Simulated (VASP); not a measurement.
Input of a VASP 6.6.1 run:

INCAR

```
ALGO = Normal ; EDIFF = 1E-6
ENCUT = 520 ; GGA = PE
ISIF = 2 ; ISMEAR = 0
LASPH = T ; LCHARG = T
LELF = T ; LREAL = F
LVHAR = T ; LWAVE = F
NBANDS = 60 ; NELM = 60
PREC = Accurate ; SIGMA = 0.1
```

Contents of KPOINTS:

```
k-points
0
Gamma
  12 12 2
```

Contents of POSCAR:

```
Zn2Sn5N
1.0
    3.3246719709      0.0000000000      0.0000000000
   -1.6623359854      2.8792503861      0.0000000000
    0.0000000000      0.0000000000     18.2031247793
Zn Sn N
2 5 1
Direct
    0.3333333333      0.6666666667      0.0551820165
    0.6666666667      0.3333333333      0.9448179835
    0.6666666667      0.3333333333      0.6568960633
    0.0000000000      0.0000000000      0.5000000000
    0.3333333333      0.6666666667      0.3431039367
    0.6666666667      0.3333333333      0.1878305379
    0.3333333333      0.6666666667      0.8121694621
    0.0000000000      0.0000000000      0.0000000000
```

Potentials or basis: VASP PAW PBE potentials, release 64 (Zn, Sn_d, N).

Launch:

```sh
$ cat potpaw_PBE.64/Zn/POTCAR potpaw_PBE.64/Sn_d/POTCAR potpaw_PBE.64/N/POTCAR > POTCAR
$ mpirun -np 1 vasp_std > vasp.out
```

Estimate the pressure.

0.1 GPa.

Estimate the band gap on the k mesh.

zero (an odd number of electrons rules out a gap without spin polarisation).

Forces in eV/Å, atoms in the order of the input:
```
Zn   0.000  0.000  0.030
Zn   0.000  0.000 -0.030
Sn   0.000  0.000  0.000
Sn   0.000  0.000  0.000
Sn   0.000  0.000  0.000
Sn   0.000  0.000  0.004
Sn   0.000  0.000 -0.004
N    0.000  0.000  0.000
```

Caveat: spin-orbit coupling is left out, which moves the levels of the heavy elements.
